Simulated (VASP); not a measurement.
# ScAl (Pm-3m) in VASP: notebook, part 2 of 2

VASP 6.6.1. The steps go on from the part before.

## Step 3: Vibrations by perturbation theory, PBEsol (phonons at volume x 1.02)

File INCAR:

```
SYSTEM = ScAl
ALGO     = Normal         ! electronic algorithm
EDIFF    = 1E-8           ! SCF threshold, eV
ENCUT    = 500            ! plane-wave cutoff, eV
GGA      = PS             ! functional
GGA_COMPAT= .False.      
IBRION   = 8              ! ionic algorithm
ISIF     = 2              ! what is computed and relaxed
ISMEAR   = -1             ! smearing method
LASPH    = .True.         ! aspherical terms in the spheres
LCHARG   = .False.        ! write CHGCAR
LREAL    = .False.        ! projectors in reciprocal space
LWAVE    = .False.        ! write WAVECAR
NELM     = 120            ! most SCF steps
NSW      = 1              ! ionic steps
PREC     = Accurate       ! precision mode
SIGMA    = 0.15           ! smearing width, eV
```

File KPOINTS:

```
k-points
0
Gamma
  12 12 12
  0 0 0
```

File POSCAR:

```
ScAl
1.0
    3.3700622200      0.0000000000      0.0000000000
    0.0000000000      3.3700622200      0.0000000000
    0.0000000000      0.0000000000      3.3700622200
Sc Al
1 1
Direct
    0.5000000000      0.5000000000      0.5000000000
    0.0000000000      0.0000000000      0.0000000000
```

Potentials or basis: VASP PAW PBE potentials, release 64 (Sc_sv, Al).

Started as:

```console
cat potpaw_PBE.64/Sc_sv/POTCAR potpaw_PBE.64/Al/POTCAR > POTCAR
mpirun -np 1 vasp_std > vasp.out
```

OUTCAR:

```text
SYSTEM = ScAl
   EDIFF = 1E-8
   ENCUT = 500
   GGA = PS
   IBRION = 8
   ISIF = 2
   ISMEAR = -1
   LASPH = .True.
   LREAL = .False.
   NELM = 120
   NSW = 1
   PREC = Accurate

 ion  position               nearest neighbor table
   1  0.500  0.500  0.500-   2 2.92   2 2.92   2 2.92   2 2.92   2 2.92   2 2.92   2 2.92   2 2.92

   2  0.000  0.000  0.000-   1 2.92   1 2.92   1 2.92   1 2.92   1 2.92   1 2.92   1 2.92   1 2.92

  LATTYP: Found a simple cubic cell.
 ALAT       =     3.3700622200

  Lattice vectors:

 A1 = (   3.3700622200,   0.0000000000,   0.0000000000)
 A2 = (   0.0000000000,   3.3700622200,   0.0000000000)
 A3 = (   0.0000000000,   0.0000000000,   3.3700622200)

Analysis of symmetry for initial positions (statically):
=====================================================================
 Subroutine PRICEL returns:
 Original cell was already a primitive cell.

 Routine SETGRP: Setting up the symmetry group for a
 simple cubic supercell.

 Subroutine GETGRP returns: Found 48 space group operations
[... 9 lines left out ...]

 Routine SETGRP: Setting up the symmetry group for a
 simple cubic supercell.

 Subroutine GETGRP returns: Found 48 space group operations
[... 11 lines left out ...]
                                     Primitive cell

  volume of cell :      38.2749

  direct lattice vectors                    reciprocal lattice vectors
     3.370062220  0.000000000  0.000000000     0.296730427  0.000000000  0.000000000
     0.000000000  3.370062220  0.000000000     0.000000000  0.296730427  0.000000000
     0.000000000  0.000000000  3.370062220     0.000000000  0.000000000  0.296730427

  length of vectors
     3.370062220  3.370062220  3.370062220     0.296730427  0.296730427  0.296730427

  position of ions in fractional coordinates (direct lattice)
[... 8 lines left out ...]
----------------------------------------------------------------------------------------

 KPOINTS: k-points

Automatic generation of k-mesh.
 Grid dimensions read from file:
 generate k-points for:   12   12   12

 Generating k-lattice:

  Cartesian coordinates                     Fractional coordinates (reciprocal lattice)
     0.024727536  0.000000000  0.000000000     0.083333333  0.000000000  0.000000000
     0.000000000  0.024727536  0.000000000     0.000000000  0.083333333  0.000000000
     0.000000000  0.000000000  0.024727536     0.000000000  0.000000000  0.083333333

  Length of vectors
     0.024727536  0.024727536  0.024727536

  Shift w.r.t. Gamma in fractional coordinates (k-lattice)
     0.000000000  0.000000000  0.000000000

 Subroutine IBZKPT returns following result:
 ===========================================

 Found     84 irreducible k-points:

 Following reciprocal coordinates:
            Coordinates               Weight
[... 97 lines left out ...]
 fundamental gap:      0.0297476637
 Fermi energy:         5.9511354541

 k-point     1 :       0.0000    0.0000    0.0000
  band No.  band energies     occupation
      1     -43.2414      2.00000
      2     -21.9176      2.00000
      3     -21.9176      2.00000
      4     -21.9176      2.00000
      5      -2.4889      2.00000
      6       5.3025      1.97387
      7       5.3025      1.97387
      8       8.6907      0.00000
      9       8.6907      0.00000
     10       8.6907      0.00000
     11       9.7086      0.00000
[... 309 lines left out ...]
 k-point    24 :       0.4167    0.3333    0.0000
  band No.  band energies     occupation
      1     -43.2164      2.00000
      2     -22.0681      2.00000
      3     -22.0319      2.00000
      4     -21.8902      2.00000
      5       0.6920      2.00000
      6       3.2610      2.00000
      7       4.5775      1.99979
      8       6.2412      0.25269
      9       7.3354      0.00020
     10       7.7635      0.00001
     11       9.6207      0.00000

 [... further k-points ...]
[... 5 lines left out ...]
  --------------------------------------------------------------------------------------
  -------------------------------------------------------------------------------------
  Total       -0.3371976     -0.3371976     -0.3371976      0.0000000      0.0000000      0.0000000
  in kB      -14.1150120    -14.1150120    -14.1150120      0.0000000      0.0000000      0.0000000
  external PRESSURE =     -14.1150120 kB  Pullay stress =       0.0000000 kB

 VOLUME and BASIS-vectors are now :
 -----------------------------------------------------------------------------
  energy-cutoff  :      500.00
  volume of cell :       38.27
      direct lattice vectors                 reciprocal lattice vectors
     3.370062220  0.000000000  0.000000000     0.296730427  0.000000000  0.000000000
     0.000000000  3.370062220  0.000000000     0.000000000  0.296730427  0.000000000
     0.000000000  0.000000000  3.370062220     0.000000000  0.000000000  0.296730427

 POSITION                                       TOTAL-FORCE (eV/Angst)
 -----------------------------------------------------------------------------------
      1.68503      1.68503      1.68503         0.000000      0.000000      0.000000
      0.00000      0.00000      0.00000         0.000000      0.000000      0.000000
 -----------------------------------------------------------------------------------
    total drift:                                0.000000      0.000000      0.000000

  FREE ENERGIE OF THE ION-ELECTRON SYSTEM (eV)
  ---------------------------------------------------
  free  energy   TOTEN  =       -11.6535107119 eV

  energy  without entropy=      -11.5751966090  energy(sigma->0) =      -11.61435366

[... ionic steps 2 to 3 ...]

--------------------------------------- Ionic step        4  -------------------------------------------

------------------------ aborting loop because EDIFF is reached ----------------------------------------

[... ionic steps 5 to 6 ...]

--------------------------------------- Ionic step        7  -------------------------------------------

 Free energy of the ion-electron system (eV)
  ---------------------------------------------------
  ---------------------------------------------------
  free energy    TOTEN  =        -0.00622313 eV

  energy without entropy =       -0.00622313

------------------------ aborting loop because EDIFF is reached ----------------------------------------

 INTERNAL STRAIN TENSOR  FOR ION    2  DIRECTION 1   (eV/Angst):
 -----------------------------------------------------------------------------
    -0.01492  0.00000 -0.00000
     0.00000  0.00882  0.00000
    -0.00000  0.00000  0.00882

 INTERNAL STRAIN TENSOR FOR ION    2 for displacements in x,y,z  (eV/Angst):
          X           Y           Z          XY          YZ          ZX
  --------------------------------------------------------------------------------
  x     0.00000     0.00000     0.00000     0.00000     0.00000     0.00000
  y     0.00000     0.00000     0.00000     0.00000     0.00000     0.00000
  z     0.00000     0.00000     0.00000     0.00000     0.00000     0.00000

 SECOND DERIVATIVES (NOT SYMMETRIZED)
 ------------------------------------
               1X          1Y          1Z          2X          2Y          2Z
  1X    -4.905325   -0.000000   -0.000000    4.905325    0.000000    0.000000
  1Y    -0.000000   -4.905325   -0.000000    0.000000    4.905325    0.000000
  1Z     0.000000   -0.000000   -4.905325    0.000000    0.000000    4.905325
  2X     4.893612   -0.000000    0.000000   -4.893612    0.000000   -0.000000
  2Y    -0.000000    4.893612   -0.000000    0.000000   -4.893612    0.000000
  2Z     0.000000    0.000000    4.893612   -0.000000   -0.000000   -4.893612

 Eigenvectors and eigenvalues of the dynamical matrix
 ----------------------------------------------------

   1 f  =    8.425850 THz    52.941177 2PiTHz  281.056101 cm-1    34.846500 meV
             X         Y         Z           dx          dy          dz
      1.685031  1.685031  1.685031     0.433373   -0.433373    0.000000
      0.000000  0.000000  0.000000    -0.558737    0.558737   -0.000000
[... 21 lines left out ...]
   6 f/i=    0.004877 THz     0.030645 2PiTHz    0.162689 cm-1     0.020171 meV
             X         Y         Z           dx          dy          dz
      1.685031  1.685031  1.685031    -0.213460    0.404311   -0.644471
      0.000000  0.000000  0.000000    -0.165566    0.313596   -0.499870

--------------------------------------------------------------------------------------------------------

 ELASTIC MODULI CONTR FROM IONIC RELAXATION (kBar)
 Direction    XX          YY          ZZ          XY          YZ          ZX
 --------------------------------------------------------------------------------
 XX           0.0000      0.0000      0.0000      0.0000      0.0000      0.0000
 YY           0.0000      0.0000      0.0000      0.0000      0.0000      0.0000
 ZZ           0.0000      0.0000      0.0000      0.0000      0.0000      0.0000
 XY           0.0000      0.0000      0.0000      0.0000      0.0000      0.0000
 YZ           0.0000      0.0000      0.0000      0.0000      0.0000      0.0000
 ZX           0.0000      0.0000      0.0000      0.0000      0.0000      0.0000
 --------------------------------------------------------------------------------
```

Run time: 2.5 min. Hardware: 1 thread of Intel Xeon 6975P-C (Granite Rapids), shared host; peak memory 0.32 GiB.

Results:

- Highest phonon frequency at Γ, LO-TO splitting left out: 281 cm⁻¹

Phonon frequencies in cm⁻¹ (negative: imaginary):
| q point | frequencies |
| --- | --- |
| (0.000, 0.000, 0.000) | 0 0 0 281 281 281 |

Caveat: the cell differs from its parent crystal (phonons at volume x 1.02); the cell wasn't relaxed at this level first, which shifts response properties; the PAW data sets were made with another functional, which shifts forces and pressure a little.

## Step 4: Vibrations by perturbation theory, PBEsol

This run uses another cell than the first one, of 16.29 Å³/atom, 0.886 times its volume.

File INCAR:

```
PREC = Accurate
ENCUT = 500
EDIFF = 1E-8
ISMEAR = -1
SIGMA = 0.15
LREAL = False
LASPH = True
NELM = 120
ALGO = Normal
ISIF = 2
LWAVE = False
LCHARG = False
GGA = PS
NBANDS = 14
IBRION = 8
NSW = 1
GGA_COMPAT = False
```

File KPOINTS:

```
Automatic mesh
0
Gamma
  14 14 14
```

File POSCAR:

```
ScAl
1.0
    3.1939958152      0.0000000000      0.0000000000
    0.0000000000      3.1939958152      0.0000000000
    0.0000000000      0.0000000000      3.1939958152
Sc Al
1 1
Direct
    0.5000000000      0.5000000000      0.5000000000
    0.0000000000      0.0000000000      0.0000000000
```

Potentials or basis: VASP PAW PBE potentials, release 64 (Sc_sv, Al).

Started as:

```console
cat potpaw_PBE.64/Sc_sv/POTCAR potpaw_PBE.64/Al/POTCAR > POTCAR
mpirun -np 1 vasp_std > vasp.out
```

OUTCAR:

```text
PREC = Accurate
   ENCUT = 500
   EDIFF = 1E-8
   ISMEAR = -1
   LREAL = False
   LASPH = True
   NELM = 120
   ISIF = 2
   GGA = PS
   IBRION = 8
   NSW = 1

 ion  position               nearest neighbor table
   1  0.500  0.500  0.500-   2 2.77   2 2.77   2 2.77   2 2.77   2 2.77   2 2.77   2 2.77   2 2.77

   2  0.000  0.000  0.000-   1 2.77   1 2.77   1 2.77   1 2.77   1 2.77   1 2.77   1 2.77   1 2.77

  LATTYP: Found a simple cubic cell.
 ALAT       =     3.1939958152

  Lattice vectors:
[... 664 lines left out ...]
               1X          1Y          1Z          2X          2Y          2Z
  1X    -7.924679    0.000000   -0.000000    7.924679   -0.000000    0.000000
  1Y     0.000000   -7.924679   -0.000000   -0.000000    7.924679    0.000000
  1Z     0.000000    0.000000   -7.924679   -0.000000   -0.000000    7.924679
  2X     7.909437    0.000000   -0.000000   -7.909437   -0.000000    0.000000
  2Y    -0.000000    7.909437    0.000000    0.000000   -7.909437   -0.000000
  2Z    -0.000000   -0.000000    7.909437    0.000000    0.000000   -7.909437

 Eigenvectors and eigenvalues of the dynamical matrix
 ----------------------------------------------------

   1 f  =   10.711092 THz    67.299778 2PiTHz  357.283584 cm-1    44.297499 meV
             X         Y         Z           dx          dy          dz
      1.596998  1.596998  1.596998    -0.612793    0.000000    0.000000
      0.000000  0.000000  0.000000     0.790243   -0.000000    0.000000
[... 21 lines left out ...]
   6 f/i=    0.004993 THz     0.031370 2PiTHz    0.166540 cm-1     0.020648 meV
             X         Y         Z           dx          dy          dz
      1.596998  1.596998  1.596998     0.000000    0.000000    0.790243
      0.000000  0.000000  0.000000     0.000000    0.000000    0.612793

--------------------------------------------------------------------------------------------------------

 ELASTIC MODULI CONTR FROM IONIC RELAXATION (kBar)
 Direction    XX          YY          ZZ          XY          YZ          ZX
 --------------------------------------------------------------------------------
 XX           0.0000      0.0000      0.0000      0.0000      0.0000      0.0000
 YY           0.0000      0.0000      0.0000      0.0000      0.0000      0.0000
 ZZ           0.0000      0.0000      0.0000      0.0000      0.0000      0.0000
 XY           0.0000      0.0000      0.0000      0.0000      0.0000      0.0000
 YZ           0.0000      0.0000      0.0000      0.0000      0.0000      0.0000
 ZX           0.0000      0.0000      0.0000      0.0000      0.0000      0.0000
 --------------------------------------------------------------------------------
```

OSZICAR:

```text
N       E                     dE             d eps       ncg     rms          rms(c)
DAV:   1     0.118571249207E+03    0.11857E+03   -0.66472E+03  3472   0.943E+02
DAV:   2    -0.933532270010E+01   -0.12791E+03   -0.12364E+03  3396   0.313E+02
DAV:   3    -0.124175423911E+02   -0.30822E+01   -0.30197E+01  4928   0.609E+01
DAV:   4    -0.124879332845E+02   -0.70391E-01   -0.70360E-01  3974   0.765E+00
[... 42 lines left out ...]
RMM:   6    -0.624016519658E-02   -0.20610E-05   -0.39225E-07 14882   0.468E-03    0.151E-03
RMM:   7    -0.624037110826E-02   -0.20591E-06   -0.53788E-08 14738   0.191E-03    0.552E-04
RMM:   8    -0.624069958178E-02   -0.32847E-06   -0.81314E-09 15026   0.590E-04    0.273E-04
RMM:   9    -0.624065229611E-02    0.47286E-07   -0.12299E-09 14148   0.235E-04    0.932E-06
RMM:  10    -0.624065732238E-02   -0.50263E-08   -0.18881E-10 14364   0.881E-05    0.368E-05
 Linear response finished
```

stdout:

```text
POSCAR found type information on POSCAR ScAl
 POSCAR found :  2 types and       2 ions
 scaLAPACK will be used
 -----------------------------------------------------------------------------
|                                                                             |
|                                                                             |
|     You enforced a specific xc type in the INCAR file but a different       |
|     I HOPE YOU KNOW WHAT YOU ARE DOING!                                     |
|                                                                             |
 -----------------------------------------------------------------------------

 LDA part: xc-table for (Slater+PW92), standard interpolation
 POSCAR, INCAR and KPOINTS ok, starting setup
 FFT: planning ... GRIDC
 FFT: planning ... GRID_SOFT
 FFT: planning ... GRID
 WAVECAR not read
 entering main loop
 Linear response reoptimize wavefunctions to high precision
 Linear response DOF=           2
 Linear response progress:
 first order change of Fermi-energy   0.75953E-03
 force on displaced ion       1 direction 1 :  -7.925   0.000   0.000
 Linear response progress:
 first order change of Fermi-energy   0.17607E-03
 force on displaced ion       2 direction 1 :  -7.909  -0.000  -0.000
 Linear response finished
```

Wall time 1.9 min (1 thread of Intel Xeon 6975P-C (Granite Rapids), shared host); peak memory 0.36 GiB.

What came out:

```yaml
Highest_phonon_frequency_at_Γ_LO-TO_splitting_left_out: 357 cm⁻¹
```

Phonon frequencies in cm⁻¹ (negative: imaginary):
```
              q point        frequencies
(0.000, 0.000, 0.000)  0 0 0 357 357 357
```

Caveat: the cell wasn't relaxed at this level first, which shifts response properties; the PAW data sets were made with another functional, which shifts forces and pressure a little.
